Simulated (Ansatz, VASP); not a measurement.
# CdTe in VASP and in Ansatz

```
Te Cd
1.0
     0.00000    3.20500    3.20500
     3.20500    0.00000    3.20500
     3.20500    3.20500    0.00000
Te Cd
1 1
Direct
  0.75000 0.75000 0.75000
  0.00000 0.00000 0.00000
```

Alike in both runs: task single point; functional PBE; k mesh 3 × 3 × 3; occupations fermi-dirac, width 0.03 eV; no spin polarisation.

|  | VASP | Ansatz |
| --- | --- | --- |
| version | VASP 6.6.1 | Ansatz 0.2.0 |
| potentials or method | VASP PAW PBE potentials, release 64 (Te, Cd), cutoff 520 eV | all-electron LAPW, scalar-relativistic |

VASP gave:

| Quantity | Value |
| --- | --- |
| gap on the k mesh at the Fermi level (eV) | 0.84 |
| least direct gap on the mesh (eV) | 0.84 |
| pressure (GPa) | 5.3 |

Q: Estimate Ansatz's values.

A: gap on the k mesh at the Fermi level (eV): 0.84; least direct gap on the mesh (eV): 0.84; pressure (GPa): 5.2.

Ansatz ran all-electron here, and VASP with PAW potentials.

The k mesh is coarse, so the values compare programs but aren't converged. Neither program's run includes spin-orbit coupling.
